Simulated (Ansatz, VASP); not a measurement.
ZnSe: VASP beside Ansatz

File INCAR:

```
PREC = Accurate
ENCUT = 520
EDIFF = 1E-7
ISMEAR = -1
SIGMA = 0.08
LREAL = False
LASPH = True
NELM = 80
ALGO = Normal
ISIF = 2
LWAVE = False
LCHARG = False
GGA = PE
NBANDS = 16
```

KPOINTS

```
Automatic mesh
0
Gamma
  15 15 15
```

Contents of POSCAR:

```
ZnSe
1.0
    2.7474383517      0.0000000000      0.0000000000
    0.0000000000      2.7474383517      0.0000000000
    0.0000000000      0.0000000000      2.7474383517
Zn Se
1 1
Direct
    0.0000000000      0.0000000000      0.0000000000
    0.5000000000      0.5000000000      0.5000000000
```

Input for Ansatz:

```yaml
crystal:
  lattice:
    - [2.7474383517, 0.0, 0.0]
    - [0.0, 2.7474383517, 0.0]
    - [0.0, 0.0, 2.7474383517]
  atoms:
    - { symbol: Zn, position: [0.0, 0.0, 0.0] }
    - { symbol: Se, position: [0.5, 0.5, 0.5] }
kpoints:
  mp_grid: { grid: [15, 15, 15] }
  band_path:
    path:
      - [0.0, 0.0, 0.0]
      - [0.0, 0.5, 0.0]
      - [0.5, 0.5, 0.0]
      - [0.0, 0.0, 0.0]
      - [0.5, 0.5, 0.5]
      - [0.0, 0.5, 0.0]
      - [0.5, 0.5, 0.5]
      - [0.5, 0.5, 0.0]
    npoints: 8
scf:
  occupations: { method: fermi_dirac, width: 0.08 }
hamiltonian:
  xc: pbe
  pseudopotentials: { kind: all_electron, lapw: { basis_error: 0.001 } }
output:
  forces: true
  stress: true
  eigenvalues: true
  populations: true
  dos: { projected: true, de: 0.2, e_range: [-14, 8] }
```

Change from the starting cell: volume scaled by 0.55, LAPW.

Alike in both runs: task single point; functional PBE; k mesh 15 × 15 × 15; occupations fermi-dirac, width 0.08 eV; no spin polarisation.

|  | VASP | Ansatz |
| --- | --- | --- |
| version | VASP 6.6.1 | Ansatz 0.2.0 |
| potentials or method | VASP PAW PBE potentials, release 64 (Zn, Se), cutoff 520 eV | all-electron LAPW, scalar-relativistic |

Ansatz gave:

* pressure (GPa): 149.3

**Question.** What did VASP give for the same quantities?

**Answer.** Pressure (GPa): 151.9.

Both programs put the cell under a high pressure, so it lies far from rest at this level. Ansatz ran all-electron here, and VASP with PAW potentials.

Noted on VASP's run: the cell as given lies far from equilibrium.
